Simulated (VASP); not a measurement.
# CsSnI3 (R3m) in VASP: single point with PBE

Aim: the single point of CsSnI3 with PBE.

Everything below comes from runs of VASP 6.6.1. Logs are shortened: lines on timing, memory, paths and dates and some standing lists are left out, and cuts for length are marked.

## 1. The cell of the first run

It takes space group R3m (No. 160, trigonal). The conventional cell has a = 8.462 Å, b = 8.462 Å, c = 10.578 Å, α = 90.00°, β = 90.00°, γ = 120.00°. Within 3.2 Å of Cs (site symmetry 3m) lie 3 I at 2.39 Å. Sn (site symmetry 3m) has 12 I at 4.02 to 4.64 Å and 8 Cs at 5.16 to 5.39 Å within 5.4 Å. Within 3.2 Å of I (site symmetry m) lie 1 Cs at 2.39 Å.

## 2. Single point, PBE

INCAR

```
SYSTEM = CsSnI3
PREC = Accurate
ENCUT = 520
EDIFF = 1E-7
ISMEAR = 0
SIGMA = 0.1
LREAL = .False.
LASPH = .True.
NELM = 80
ALGO = Normal
ISIF = 2
LWAVE = .False.
LCHARG = .True.
GGA = PE
LELF = .True.
LVHAR = .True.
NBANDS = 30
```

KPOINTS

```
Automatic mesh
0
Gamma
  3 3 3
  0 0 0
```

POSCAR

```
CsSnI3
1.0
    4.2312189828      2.4428954187      3.5258834535
   -4.2312189828      2.4428954187      3.5258834535
    0.0000000000     -4.8857908374      3.5258834535
Cs Sn I
1 1 3
Direct
    0.5000000000      0.5000000000      0.5000000000
    0.0093000000      0.0093000000      0.0093000000
    0.5442000000      0.1072000000      0.5442000000
    0.5442000000      0.5442000000      0.1072000000
    0.1072000000      0.5442000000      0.5442000000
```

Potentials or basis: VASP PAW PBE potentials, release 64 (Cs_sv, Sn_d, I).

Command:

```bash
$ cat potpaw_PBE.64/Cs_sv/POTCAR potpaw_PBE.64/Sn_d/POTCAR potpaw_PBE.64/I/POTCAR > POTCAR
$ mpirun -np 1 vasp_std > vasp.out
```

OUTCAR:

```text
SYSTEM = CsSnI3
   PREC = Accurate
   ENCUT = 520
   EDIFF = 1E-7
   ISMEAR = 0
   LREAL = .False.
   LASPH = .True.
   NELM = 80
   ISIF = 2
   GGA = PE

 ion  position               nearest neighbor table
   1  0.500  0.500  0.500-   4 2.39   3 2.39   5 2.39
   2  0.009  0.009  0.009-
   3  0.544  0.107  0.544-   1 2.39
   4  0.544  0.544  0.107-   1 2.39
   5  0.107  0.544  0.544-   1 2.39

  LATTYP: Found a trigonal (rhomboedric) cell.
 ALAT       =     6.0251810126
 COS(alpha) =     0.0136732701

  Lattice vectors:

 A1 = (   4.2312189828,   2.4428954187,   3.5258834535)
 A2 = (  -4.2312189828,   2.4428954187,   3.5258834535)
 A3 = (   0.0000000000,  -4.8857908374,   3.5258834535)

Analysis of symmetry for initial positions (statically):
=====================================================================
 Subroutine PRICEL returns:
 Original cell was already a primitive cell.

 Routine SETGRP: Setting up the symmetry group for a
 trigonal (rhombohedral) supercell.

 Subroutine GETGRP returns: Found  6 space group operations
 (whereof  6 operations were pure point group operations)
 out of a pool of 12 trial point group operations.

The static configuration has the point symmetry C_3v.

Analysis of symmetry for dynamics (positions and initial velocities):
=====================================================================
 Subroutine PRICEL returns:
 Original cell was already a primitive cell.

 Routine SETGRP: Setting up the symmetry group for a
 trigonal (rhombohedral) supercell.

 Subroutine GETGRP returns: Found  6 space group operations
 (whereof  6 operations were pure point group operations)
 out of a pool of 12 trial point group operations.

The dynamic configuration has the point symmetry C_3v.

 Subroutine INISYM returns: Found  6 space group operations
 (whereof  6 operations are pure point group operations),
 and found     1 'primitive' translations

----------------------------------------------------------------------------------------

                                     Primitive cell

  volume of cell :     218.6702

  direct lattice vectors                    reciprocal lattice vectors
     4.231218983  2.442895419  3.525883454     0.118169256  0.068225052  0.094538954
    -4.231218983  2.442895419  3.525883454    -0.118169256  0.068225052  0.094538954
     0.000000000 -4.885790837  3.525883454     0.000000000 -0.136450104  0.094538954

  length of vectors
     6.025181013  6.025181013  6.025181013     0.166000737  0.166000737  0.166000737

  position of ions in fractional coordinates (direct lattice)
     0.500000000  0.500000000  0.500000000
     0.009300000  0.009300000  0.009300000
     0.544200000  0.107200000  0.544200000
     0.544200000  0.544200000  0.107200000
     0.107200000  0.544200000  0.544200000

  ion indices of the primitive-cell ions
   primitive index   ion index
                 1           1
                 2           2
                 3           3
                 4           4
                 5           5

----------------------------------------------------------------------------------------

 KPOINTS: Automatic mesh

Automatic generation of k-mesh.
 Grid dimensions read from file:
 generate k-points for:    3    3    3

 Generating k-lattice:

  Cartesian coordinates                     Fractional coordinates (reciprocal lattice)
     0.039389752  0.022741684  0.031512985     0.333333333 -0.000000000 -0.000000000
    -0.039389752  0.022741684  0.031512985    -0.000000000  0.333333333 -0.000000000
     0.000000000 -0.045483368  0.031512985    -0.000000000 -0.000000000  0.333333333

  Length of vectors
     0.055333579  0.055333579  0.055333579

  Shift w.r.t. Gamma in fractional coordinates (k-lattice)
     0.000000000  0.000000000  0.000000000

 Subroutine IBZKPT returns following result:
 ===========================================

 Found      6 irreducible k-points:

 Following reciprocal coordinates:
            Coordinates               Weight
  0.000000  0.000000  0.000000      1.000000
  0.333333 -0.000000 -0.000000      6.000000
  0.333333  0.333333 -0.000000      6.000000
 -0.333333  0.333333  0.000000      6.000000
  0.333333  0.333333  0.333333      2.000000
 -0.333333  0.333333  0.333333      6.000000
   k-points           NKPTS =      6   k-points in BZ     NKDIM =      6   number of bands    NBANDS=     30
   number of dos      NEDOS =    301   number of ions     NIONS =      5
   total plane-waves  NPLWV = 110592
   dimension x,y,z NGX =    48 NGY =   48 NGZ =   48
   dimension x,y,z NGXF=    96 NGYF=   96 NGZF=   96
   ions per type =               1   1   3
   NGX,Y,Z   is equivalent  to a cutoff of  13.24, 13.24, 13.24 a.u.
   NGXF,Y,Z  is equivalent  to a cutoff of  26.49, 26.49, 26.49 a.u.
 SYSTEM =  CsSnI3
   PREC   = accura    normal or accurate (medium, high low for compatibility)
   ISTART =      0    job   : 0-new  1-cont  2-samecut
   ICHARG =      2    charge: 1-file 2-atom 10-const
   ISPIN  =      1    spin polarized calculation?
   LNONCOLLINEAR =      F non collinear calculations
   LSORBIT =      F    spin-orbit coupling
   LASPH  =      T    aspherical Exc in radial PAW
   ENCUT  =  520.0 eV  38.22 Ry    6.18 a.u.  11.20 11.20 11.20*2*pi/ulx,y,z
   NELM   =     80;   NELMIN=  2; NELMDL= -5     # of ELM steps
   EDIFF  = 0.1E-06   stopping-criterion for ELM
   LREAL  =      F    real-space projection
   EDIFFG = 0.1E-05   stopping-criterion for IOM
   NSW    =      0    number of steps for IOM
   IBRION =     -1    ionic relax: 0-MD 1-quasi-New 2-CG
   NFREE  =      0    steps in history (QN), initial steepest desc. (CG)
   ISIF   =      2    stress and relaxation
   ISYM   =      2    0-nonsym 1-usesym 2-fastsym
   POTIM  = 0.5000    time-step for ionic-motion
   TEBEG  =    0.0;   TEEND  =   0.0 temperature during run
   PSTRESS=    0.0 pullay stress
   NELECT =      44.0000    total number of electrons
   NUPDOWN=      -1.0000    fix difference up-down
   EMIN   =  10.00;   EMAX   =-10.00  energy-range for DOS
   EFERMI =   0.00;   METHOD = LEGACY
   ISMEAR =     0;   SIGMA  =   0.10  broadening in eV -4-tet -1-fermi 0-gaus
   EFERMI_NEDOS =   21; number of points for ismear=-14 and -15
   IALGO  =     38    algorithm
   IMIX   =      4    mixing-type and parameters
     AMIX     =   0.40;   BMIX     =  1.00
     AMIX_MAG =   1.60;   BMIX_MAG =  1.00
  volume/ion in A,a.u.               =      43.73       295.13
  Fermi-wavevector in a.u.,A,eV,Ry     =   0.959318  1.812848 12.521316  0.920291
  Thomas-Fermi vector in A             =   2.088503
   LORBIT       =      0    0 simple, 1 ext, 2 COOP (PROOUT), +10 PAW based schemes
   GGA     = PE    functional components
   LHFCALC =     F    Hartree Fock is set to
   AEXX    =    0.0000 exact exchange contribution
   IVDW    =     0    specifies the selected vdW correction
   LEPSILON=     F    determine dielectric tensor
   LRPA    =     F    only Hartree local field effects (RPA)
 non-spin polarized calculation
 Gauss-broadening in eV      SIGMA  =   0.10
  energy-cutoff  :      520.00
  volume of cell :      218.67
 maximum number of plane-waves:      5901
 NGX is ok and might be reduce to    48
   NGX = 23   NGY = 23   NGZ = 23

 number of electron      44.0000005 magnetization

 Free energy of the ion-electron system (eV)
  ---------------------------------------------------
  ext. energy  EPLUGINS =         0.00000000
  ---------------------------------------------------
  free energy    TOTEN  =         2.75119932 eV

  energy without entropy =        2.81941004  energy(sigma->0) =        2.78530468

 E-fermi :   3.3880     XC(G=0):  -7.8892

 val. band max:        3.3772882059   @ k =  -0.3333   0.3333   0.0000
 cond. band min:       3.4019871015   @ k =   0.3333  -0.0000  -0.0000
 fundamental gap:      0.0246988956
 Fermi energy:         3.3880127005

 k-point     1 :       0.0000    0.0000    0.0000
  band No.  band energies     occupation
      1     -19.9255      2.00000
      2     -19.4389      2.00000
      3     -19.4366      2.00000
      4     -19.4366      2.00000
      5     -19.4274      2.00000
      6     -19.4274      2.00000
[... 22 lines left out ...]
     29       7.2591      0.00000
     30       7.2591      0.00000

 k-point     2 :       0.3333   -0.0000   -0.0000
  band No.  band energies     occupation
      1     -19.9207      2.00000
      2     -19.4389      2.00000
      3     -19.4366      2.00000
      4     -19.4366      2.00000
      5     -19.4274      2.00000
      6     -19.4274      2.00000
[... 22 lines left out ...]
     29       8.0928      0.00000
     30       8.4234      0.00000

 k-point     3 :       0.3333    0.3333   -0.0000
  band No.  band energies     occupation
      1     -19.9160      2.00000
      2     -19.4389      2.00000
      3     -19.4366      2.00000
      4     -19.4365      2.00000
      5     -19.4274      2.00000
      6     -19.4274      2.00000
[... 22 lines left out ...]
     29       8.5345      0.00000
     30       8.7992      0.00000

 k-point     4 :      -0.3333    0.3333    0.0000
  band No.  band energies     occupation
      1     -19.9160      2.00000
      2     -19.4389      2.00000
      3     -19.4366      2.00000
      4     -19.4365      2.00000
      5     -19.4274      2.00000
      6     -19.4274      2.00000
[... 22 lines left out ...]
     29       8.6958      0.00000
     30       8.9042      0.00000

 k-point     5 :       0.3333    0.3333    0.3333
  band No.  band energies     occupation
      1     -19.9113      2.00000
      2     -19.4389      2.00000
      3     -19.4365      2.00000
      4     -19.4365      2.00000
      5     -19.4274      2.00000
      6     -19.4274      2.00000
[... 22 lines left out ...]
     29       8.7783      0.00000
     30       8.7783      0.00000

 k-point     6 :      -0.3333    0.3333    0.3333
  band No.  band energies     occupation
      1     -19.9113      2.00000
      2     -19.4389      2.00000
      3     -19.4365      2.00000
      4     -19.4365      2.00000
      5     -19.4274      2.00000
      6     -19.4274      2.00000
[... 22 lines left out ...]
     29       8.5338      0.00000
     30       8.9760      0.00000

------------------------ aborting loop because EDIFF is reached ----------------------------------------

  FORCE on cell =-STRESS in cart. coord.  units (eV):
  Direction    XX          YY          ZZ          XY          YZ          ZX
  --------------------------------------------------------------------------------------
  -------------------------------------------------------------------------------------
  Total       34.4107637     34.4107637     15.6153661     -0.0000000      0.0000000      0.0000000
  in kB      252.1246531    252.1246531    114.4124202     -0.0000000      0.0000000      0.0000000
  external PRESSURE =     206.2205755 kB  Pullay stress =       0.0000000 kB

 VOLUME and BASIS-vectors are now :
 -----------------------------------------------------------------------------
  energy-cutoff  :      520.00
  volume of cell :      218.67
      direct lattice vectors                 reciprocal lattice vectors
     4.231218983  2.442895419  3.525883454     0.118169256  0.068225052  0.094538954
    -4.231218983  2.442895419  3.525883454    -0.118169256  0.068225052  0.094538954
     0.000000000 -4.885790837  3.525883454     0.000000000 -0.136450104  0.094538954

 POSITION                                       TOTAL-FORCE (eV/Angst)
 -----------------------------------------------------------------------------------
      0.00000      0.00000      5.28883         0.000000     -0.000000     16.740710
      0.00000      0.00000      0.09837         0.000000     -0.000000     -0.361465
      1.84904     -1.06755      4.21555        10.090640     -5.825833     -5.459748
      0.00000      2.13509      4.21555         0.000000     11.651667     -5.459748
     -1.84904     -1.06755      4.21555       -10.090640     -5.825833     -5.459748
 -----------------------------------------------------------------------------------
    total drift:                               -0.000000      0.000003      0.000448

  FREE ENERGIE OF THE ION-ELECTRON SYSTEM (eV)
  ---------------------------------------------------
  free  energy   TOTEN  =         2.7511993222 eV

  energy  without entropy=        2.8194100372  energy(sigma->0) =        2.78530468
```

Run time: 80 s. Hardware: 1 thread of Intel Xeon Platinum 8259CL at 2.50GHz (Skylake/Cascade Lake), shared host; peak memory 0.33 GiB.

Results:

```
Free energy   : 2.7512 eV
Pressure      : 20.6 GPa
Largest force : 16.741 eV/Å
```

Forces in eV/Å, atoms in the order of the input:
```
Cs    0.000   0.000  16.741
Sn    0.000   0.000  -0.361
I    10.091  -5.826  -5.460
I     0.000  11.652  -5.460
I   -10.091  -5.826  -5.460
```

Levels at points of the mesh, in eV from the Fermi level:
| k point | band 19 | band 20 | band 21 | band 22 | band 23 | band 24 | band 25 | band 26 |
| --- | --- | --- | --- | --- | --- | --- | --- | --- |
| (0.00, 0.00, 0.00) | -2.50 | -0.83 | -0.12 | -0.12 | 0.77 | 0.77 | 0.81 | 3.54 |

Caveat: the cell stands under pressure; spin-orbit coupling is left out, which moves the levels of the heavy elements; forces of over 1 eV/Å act on the atoms, so gaps and moduli don't describe the material at rest.
